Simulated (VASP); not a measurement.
A run of VASP 6.6.1:

File INCAR:

```
ALGO     = Normal         # electronic algorithm
EDIFF    = 1E-6           # SCF threshold, eV
EDIFFG   = -0.002         # ionic threshold
ENCUT    = 600            # plane-wave cutoff, eV
GGA      = PS             # functional
IBRION   = 2              # ionic algorithm
ISIF     = 3              # what is computed and relaxed
ISMEAR   = 0              # smearing method
LASPH    = T              # aspherical terms in the spheres
LCHARG   = F              # write CHGCAR
LREAL    = F              # projectors in reciprocal space
LWAVE    = F              # write WAVECAR
NELM     = 80             # most SCF steps
NSW      = 100            # ionic steps
PREC     = Accurate       # precision mode
PSTRESS  = 20.0         
SIGMA    = 0.01           # smearing width, eV
```

File KPOINTS:

```
k-points
0
Gamma
  6 6 4
```

The input POSCAR:

```
ZnS
1.0
    3.7815727570      0.0000000000      0.0000000000
   -1.8907863785      3.2749380738      0.0000000000
    0.0000000000      0.0000000000      6.2089827959
Zn S
2 2
Direct
    0.3333333333      0.6666666667      0.0054426075
    0.6666666667      0.3333333333      0.5054426075
    0.3333333333      0.6666666667      0.3795573925
    0.6666666667      0.3333333333      0.8795573925
```

Potentials or basis: VASP PAW PBE potentials, release 64 (Zn, S).

Launch:

```sh
$ cat potpaw_PBE.64/Zn/POTCAR potpaw_PBE.64/S/POTCAR > POTCAR
$ mpirun -np 1 vasp_std > vasp.out
```

Hardware: 1 thread of Intel(R) Xeon(R) Platinum 8488C (Sapphire Rapids), on a shared host.

Problem. How long does it take, and how much memory?

Solution. Wall time 2.3 min on 1 thread of Intel(R) Xeon(R) Platinum 8488C (Sapphire Rapids) (shared host), peak memory 0.22 GiB. Counts: scf iterations 59, k points 21, ion steps 12.
